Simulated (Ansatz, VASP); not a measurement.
## As in VASP and in Ansatz

INCAR

```
PREC = Accurate
ENCUT = 520
EDIFF = 1E-6
ISMEAR = -1
SIGMA = 0.1
LREAL = False
LASPH = True
NELM = 100
ALGO = Normal
ISIF = 2
LWAVE = False
LCHARG = True
GGA = PE
LELF = True
LVHAR = True
NBANDS = 12
```

KPOINTS

```
Automatic mesh
0
Gamma
  13 13 8
```

File POSCAR:

```
As
1.0
    2.9486756879      0.0000000000      0.0000000000
   -1.4743378439      2.5536280533      0.0000000000
    0.0000000000      0.0000000000      4.4999376896
As
2
Direct
    0.3333333333      0.6666666667      0.2500000000
    0.6666666667      0.3333333333      0.7500000000
```

Input for Ansatz:

```yaml
crystal:
  lattice:
    - [2.9486756879, 0.0, 0.0]
    - [-1.4743378439, 2.5536280533, 0.0]
    - [0.0, 0.0, 4.4999376896]
  atoms:
    - { symbol: As, position: [0.3333333333, 0.6666666667, 0.25] }
    - { symbol: As, position: [0.6666666667, 0.3333333333, 0.75] }
hamiltonian:
  xc: pbe
  pseudopotentials:
    kind: paw
    azcp:
      As: "pseudopotentials/As.paw.azcp"
basis:
  ecutwfc: 420
  fft_grid_basis: typed
kpoints:
  mp_grid: { grid: [13, 13, 8], shift: [0, 0, 0] }
magnetization:
  spin_polarized: false
scf:
  occupations: { method: fermi_dirac, width: 0.1 }
  lower_state_search: "off"
output:
  stress: true
```

Alike in both runs: task single point; functional PBE; k mesh 13 × 13 × 8; occupations fermi-dirac, width 0.1 eV; no spin polarisation.

```csv
,VASP,Ansatz
version,VASP 6.6.1,Ansatz 0.2.0
potentials or method,"VASP PAW PBE potentials, release 64 (As), cutoff 520 eV","plane waves (420 eV) with PAW, scalar-relativistic"
valence electrons in the cell,10,30
```

|  | VASP | Ansatz | Ansatz less VASP |
| --- | --- | --- | --- |
| pressure (GPa) | 13.8 | 13.6 | -0.22 |
| traceless stress, the component that is largest in VASP (GPa) | -0.09 | -0.11 | -0.023 |

VASP's potentials hold 10 valence electrons a cell and Ansatz's 30, so a difference there can come from the potentials and not from the codes.
